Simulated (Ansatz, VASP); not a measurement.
**Ru: VASP beside Ansatz**

```xyz
8
Lattice="4.5863 -2.7200 1.0808 4.5863 2.7200 1.0808 -0.9900 0.0000 4.1797" Properties=species:S:1:pos:R:3 pbc="T T T"
Ru    7.3960    0.0000    2.8461
Ru    0.7865    0.0000    3.4953
Ru    2.8100    0.0000    1.7655
Ru    5.3726    0.0000    4.5758
Ru    5.1030   -1.3601    2.3058
Ru    3.0795   -1.3601    4.0355
Ru    3.0795    1.3601    4.0355
Ru    5.1030    1.3601    2.3058
```

Alike in both runs: functional PBE; k mesh 4 × 4 × 4; occupations gaussian, width 0.1 eV; no spin polarisation.

Ansatz relaxed the structure, and its values are those at the end. VASP's run is a single point on that final structure, the one shown.

```csv
,VASP,Ansatz
version,VASP 6.6.1,Ansatz 0.2.0
potentials or method,"VASP PAW PBE potentials, release 64 (Ru_pv), cutoff 520 eV","scalar-relativistic, plane waves, PAW"
valence electrons in the cell,112,128
```

|  | VASP | Ansatz | Ansatz less VASP |
| --- | --- | --- | --- |
| gap on the k mesh at the Fermi level (eV) | none | none | - |
| pressure (GPa) | -0.1 | 0.0 | +0.06 |

A gap of «none» marks a metal or a gap that the smearing closes. The functional is the same, so the differences come from potentials, cutoffs and numerics. VASP's potentials hold 112 valence electrons a cell and Ansatz's 128, so a difference there can come from the potentials and not from the codes.

The k mesh is coarse, so the values compare programs but aren't converged.
